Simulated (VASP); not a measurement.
# Rb2PtS6: single point with r2SCAN

The system is Rb2PtS6.

```
Rb S Pt
1.0
     0.00000    4.73480    4.73480
     4.73480    0.00000    4.73480
     4.73480    4.73480    0.00000
Rb S Pt
2 6 1
Direct
  0.25000 0.25000 0.25000
  0.75000 0.75000 0.75000
  0.23920 0.23920 0.76080
  0.76080 0.76080 0.23920
  0.76080 0.23920 0.23920
  0.23920 0.76080 0.76080
  0.23920 0.76080 0.23920
  0.76080 0.23920 0.76080
  0.00000 0.00000 0.00000
```

```yaml
Program: VASP 6.6.1
Task: single point
Functional: r2SCAN
Potentials_or_basis: VASP PAW PBE potentials, release 64 (Rb_sv, S, Pt)
Cutoff: 550 eV
k_mesh: 6 × 6 × 6
Occupations: gaussian, width 0.0207 eV
Spin: no spin polarisation
Dipole_correction: no
Further_INCAR_settings: ALGO = Normal; EDIFF = 1e-06; NBANDS = 42
```

| Property | Result |
| --- | --- |
| Pressure | 5.2 GPa |
| Largest force | 1.845 eV/Å |
| Band gap on the k mesh | zero (bands 32 and 33 overlap by 0.23 eV) |

Forces in eV/Å, atoms in the order of the input:
```
Rb   0.000  0.000  0.000
Rb   0.000  0.000  0.000
S    0.000  0.000  1.845
S    0.000  0.000 -1.845
S    1.845  0.000  0.000
S   -1.845  0.000  0.000
S    0.000  1.845  0.000
S    0.000 -1.845  0.000
Pt   0.000  0.000  0.000
```

Levels at points of the mesh, in eV from the Fermi level:
```csv
k point,band 30,band 31,band 32,band 33,band 34,band 35
"(0.00, 0.00, 0.00)",0.22,0.22,0.22,0.66,0.66,0.66
"(0.50, 0.00, 0.00)",-0.42,-0.28,-0.28,0.05,0.05,0.10
"(0.50, 0.50, 0.00)",-0.88,-0.26,-0.26,0.01,0.01,0.60
```

Wall time 32 min on 1 thread of Intel Xeon 8259CL, on a shared host, peak memory 0.52 GiB.

Caveat: the cell stands under pressure; the PAW data sets were made with another functional, which shifts forces and pressure a little; spin-orbit coupling is left out, which moves the levels of the heavy elements.
